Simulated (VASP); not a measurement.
Set up this calculation in VASP 6.6.1, as the native input.

- Task: relaxation of cell and atoms
- Functional: PBE
- Potentials or basis: VASP PAW PBE potentials, release 64 (Ca_sv, Al, O)
- Cutoff: 600 eV
- k mesh: 4 × 4 × 4
- Occupations: gaussian, width 0.1 eV
- Spin: no spin polarisation
- Dipole correction: no
- Further INCAR settings: ALGO = Normal; EDIFF = 1e-06; IBRION = 2; EDIFFG = -0.04; NSW = 90; ISIF = 3

The structure of CaAl4O lies in POSCAR:

```
CaAl4O
1.0
    0.0000000000      3.6744808100      3.6744808100
    3.6744808100      0.0000000000      3.6744808100
    3.6744808100      3.6744808100      0.0000000000
Ca Al O
1 4 1
Direct
    0.0000000000      0.0000000000      0.0000000000
    0.8706559800      0.3764480100      0.3764480100
    0.3764480100      0.3764480100      0.3764480100
    0.3764480100      0.8706559800      0.3764480100
    0.3764480100      0.3764480100      0.8706559800
    0.7500000000      0.7500000000      0.7500000000
```

One way to write it, as run:

INCAR

```
PREC     = Accurate       # precision mode
ENCUT    = 600            # plane-wave cutoff, eV
EDIFF    = 1E-6           # SCF threshold, eV
ISMEAR   = 0              # smearing method
SIGMA    = 0.1            # smearing width, eV
LREAL    = False          # projectors in reciprocal space
LASPH    = True           # aspherical terms in the spheres
NELM     = 100            # most SCF steps
ALGO     = Normal         # electronic algorithm
ISIF     = 3              # what is computed and relaxed
LWAVE    = False          # write WAVECAR
LCHARG   = False          # write CHGCAR
GGA      = PE             # functional
IBRION   = 2              # ionic algorithm
NSW      = 90             # ionic steps
EDIFFG   = -0.04          # ionic threshold
```

KPOINTS

```
Automatic mesh
0
Gamma
  4 4 4
```

Potentials or basis: VASP PAW PBE potentials, release 64 (Ca_sv, Al, O).

Launch:

```sh
$ cat potpaw_PBE.64/Ca_sv/POTCAR potpaw_PBE.64/Al/POTCAR potpaw_PBE.64/O/POTCAR > POTCAR
$ mpirun -np 1 vasp_std > vasp.out
```

It gave:

- Relaxed volume: 19.16 Å³/atom
- Relaxed cell: a = 5.458 Å, b = 5.458 Å, c = 5.458 Å, α = 60.00°, β = 60.00°, γ = 60.00°
- Space group after relaxing (to 0.05 Å): F-43m (No. 216)
- Energy gained by relaxing: 90.2 meV/atom
- Ionic steps: 5
- Pressure after relaxing: -0.1 GPa
- Largest force after relaxing: 0.018 eV/Å

Caveat: the k points lie up to 0.35 Å⁻¹ apart in the final cell; the volume moved by over 15 % at a fixed basis, so the end points are rough.

It took 47 s on 1 thread of Intel(R) Xeon(R) 6975P-C (Granite Rapids) (shared host), peak memory 0.26 GiB.
